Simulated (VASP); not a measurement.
Here is a VASP 6.6.1 calculation.

File INCAR:

```
SYSTEM = Ta
PREC = Accurate ; ENCUT = 520
EDIFF = 1E-6 ; ISMEAR = -1
SIGMA = 0.1 ; LREAL = .FALSE.
LASPH = .TRUE. ; NELM = 60
ALGO = Normal ; ISIF = 2
LWAVE = .FALSE. ; LCHARG = .TRUE.
GGA = PE ; LELF = .TRUE.
LVHAR = .TRUE. ; NBANDS = 18
```

KPOINTS

```
regular mesh
0
G
  13 13 8
  0 0 0
```

POSCAR

```
Ta
1.0
   -1.6600479322      1.6600479322      1.6600479322
    1.6600479322     -1.6600479322      1.6600479322
    3.3200958644      3.3200958644      0.0000000000
Ta
2
Direct
    0.0000000000      0.0000000000      0.0000000000
    0.5000000000      0.5000000000      0.5000000000
```

Potentials or basis: VASP PAW PBE potentials, release 64 (Ta_pv).

Launch:

```bash
$ cat potpaw_PBE.64/Ta_pv/POTCAR > POTCAR
$ mpirun -np 1 vasp_std > vasp.out
```

Q: Predict the pressure.

A: 0.3 GPa.

Q: What does it give for the band gap on the k mesh?

A: Zero (band 11 reaches 6.75 eV, above the bottom of band 12 at 4.04 eV).

Caveat: spin-orbit coupling is left out, which moves the levels of the heavy elements.
